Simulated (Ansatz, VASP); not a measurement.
# Two plane-wave programs on GaAs

```
Ga As
1.0
     0.00000    2.87294    2.87294
     2.87294    0.00000    2.87294
     2.87294    2.87294    0.00000
Ga As
1 1
Direct
  0.00000 0.00000 0.00000
  0.75000 0.75000 0.75000
```

Alike in both runs: functional PBE; k mesh 12 × 12 × 12; occupations gaussian, width 0.01 eV; no spin polarisation.

Ansatz relaxed the structure, and its values are those at the end. VASP's run is a single point on that final structure, the one shown.

|  | VASP | Ansatz |
| --- | --- | --- |
| version | VASP 6.6.1 | Ansatz 0.2.0 |
| potentials or method | VASP PAW PBE potentials, release 64 (Ga_d, As), cutoff 520 eV | scalar-relativistic, plane waves, PAW |
| valence electrons in the cell | 18 | 28 |

Ansatz gave:

```
gap on the k mesh at the Fermi level (eV) : 0.16
least direct gap on the mesh (eV)         : 0.16
pressure (GPa)                            : 0.0
```

Problem. Which values does VASP return?

Solution. gap on the k mesh at the Fermi level (eV): 0.16; least direct gap on the mesh (eV): 0.16; pressure (GPa): 0.2.

VASP's potentials hold 18 valence electrons a cell and Ansatz's 28, so a difference there can come from the potentials and not from the codes.
